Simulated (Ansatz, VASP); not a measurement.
## Re: VASP beside Ansatz

```
CELL_PARAMETERS angstrom
2.15013 0.00000 0.00000
0.00000 2.15013 0.00000
0.00000 0.00000 2.15013
ATOMIC_POSITIONS crystal
Re 0.00000 0.00000 0.00000
```

Change from the starting cell: volume scaled by 0.58, PAW files.

Alike in both runs: task single point; functional PBE; k mesh 15 × 15 × 15; occupations fermi-dirac, width 0.08 eV; no spin polarisation.

```csv
,VASP,Ansatz
version,VASP 6.6.1,Ansatz 0.2.0
potentials or method,"VASP PAW PBE potentials, release 64 (Re)","PAW with Ansatz's default frozen-core files, scalar-relativistic"
plane-wave cutoff (eV),520,420
valence electrons in the cell,7,15
```

VASP gave:

```
pressure (GPa) : 433.6
```

Estimate Ansatz's values.

pressure (GPa): 455.0.

Both programs put the cell under a high pressure, so it lies far from rest at this level. With one functional, cell and mesh, what is left measures potentials, basis and numerics. VASP's potentials hold 7 valence electrons a cell and Ansatz's 15, so a difference there can come from the potentials and not from the codes.

Spin-orbit coupling is off throughout. Noted on VASP's run: the cell as given lies far from equilibrium.
